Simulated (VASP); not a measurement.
Here is a VASP 6.6.1 calculation.

Contents of INCAR:

```
SYSTEM = Au
PREC = Accurate
ENCUT = 600
EDIFF = 1E-6
ISMEAR = 0
SIGMA = 0.1
LREAL = .FALSE.
LASPH = .TRUE.
NELM = 80
ALGO = Normal
ISIF = 3
LWAVE = .FALSE.
LCHARG = .FALSE.
GGA = PE
IBRION = 2
NSW = 90
EDIFFG = -0.04
```

File KPOINTS:

```
regular mesh
0
G
  6 6 6
  0 0 0
```

File POSCAR:

```
Au
1.0
    0.0000000000      2.7470280705      2.7470280705
    2.7470280705      0.0000000000      2.7470280705
    2.7470280705      2.7470280705      0.0000000000
Au
2
Direct
    0.5000000000      0.5000000000      0.5000000000
    0.7500000000      0.7500000000      0.7500000000
```

Potentials or basis: VASP PAW PBE potentials, release 64 (Au).

The run is started by

```sh
$ cat potpaw_PBE.64/Au/POTCAR > POTCAR
$ mpirun -np 1 vasp_std > vasp.out
```

(1) Estimate the relaxed volume.

(2) Estimate the band gap on the k mesh.

(3) Estimate the space group after relaxing (to 0.1 Å).

Results:

(1) 29.35 Å³/atom.

(2) zero (bands 11 and 12 overlap by 0.64 eV).

(3) Fd-3m (No. 227).

Caveat: the volume moved by over 15 % at a fixed basis, so the end points are rough; spin-orbit coupling is left out, which moves the levels of the heavy elements.
